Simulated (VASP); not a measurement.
# Ta16C: single point with PBE

Ta16C, a slab with vacuum:

```
Ta C
1.0
     6.63793    0.00000    0.00000
     0.00000    6.63793    0.00000
     0.00000    0.00000   20.29966
Ta C
16 1
Direct
  0.25000 0.25000 0.19705
  0.25000 0.75000 0.19705
  0.75000 0.25000 0.19705
  0.75000 0.75000 0.19705
  0.00000 0.00000 0.27880
  0.00000 0.50000 0.27880
  0.50000 0.00000 0.27880
  0.50000 0.50000 0.27880
  0.25000 0.25000 0.35991
  0.25000 0.75000 0.35991
  0.75000 0.25000 0.35991
  0.75000 0.75000 0.35991
  0.00000 0.00000 0.43349
  0.00000 0.50000 0.43349
  0.50000 0.00000 0.43349
  0.50000 0.50000 0.43349
  0.25000 0.25000 0.46488
```

```yaml
Program: VASP 6.6.1
Task: single point
Functional: PBE
Potentials_or_basis: VASP PAW PBE potentials, release 64 (Ta_pv, C)
Cutoff: 520 eV
k_mesh: 4 × 4 × 1
Occupations: gaussian, width 0.1 eV
Spin: no spin polarisation
```

```
Largest force          : 3.374 eV/Å
Band gap on the k mesh : zero (bands 90 and 91 overlap by 0.68 eV)
```

Forces on the atoms (eV/Å):
```
Ta   0.000  0.000  1.134
Ta   0.000  0.000  0.940
Ta   0.000  0.000  0.940
Ta   0.000  0.000  0.952
Ta  -0.063 -0.063 -1.075
Ta  -0.063  0.063 -1.075
Ta   0.063 -0.063 -1.075
Ta   0.063  0.063 -1.075
Ta   0.000  0.000 -3.374
Ta   0.000  0.000 -0.010
Ta   0.000  0.000 -0.010
Ta   0.000  0.000 -0.492
Ta   0.879  0.879  1.045
Ta   0.879 -0.879  1.045
Ta  -0.879  0.879  1.045
Ta  -0.879 -0.879  1.045
C    0.000  0.000  0.040
```

Levels at points of the mesh, in eV from the Fermi level:
```csv
k point,band 86,band 87,band 88,band 89,band 90,band 91,band 92,band 93,band 94,band 95
"(0.00, 0.00, 0.00)",-0.04,-0.04,0.03,0.05,0.22,0.25,0.45,0.45,0.54,0.67
"(0.50, 0.00, 0.00)",-0.56,-0.50,-0.31,-0.29,-0.15,-0.07,0.27,0.35,0.40,0.49
"(0.50, 0.50, 0.00)",-0.85,-0.85,-0.80,-0.76,-0.46,-0.46,-0.06,0.02,0.14,0.14
```

Run time: 22 min on 1 thread of AMD EPYC 9R45 96-Core Processor (Zen 5) (shared host), peak memory 0.93 GiB.

Caveat: spin-orbit coupling is left out, which moves the levels of the heavy elements.
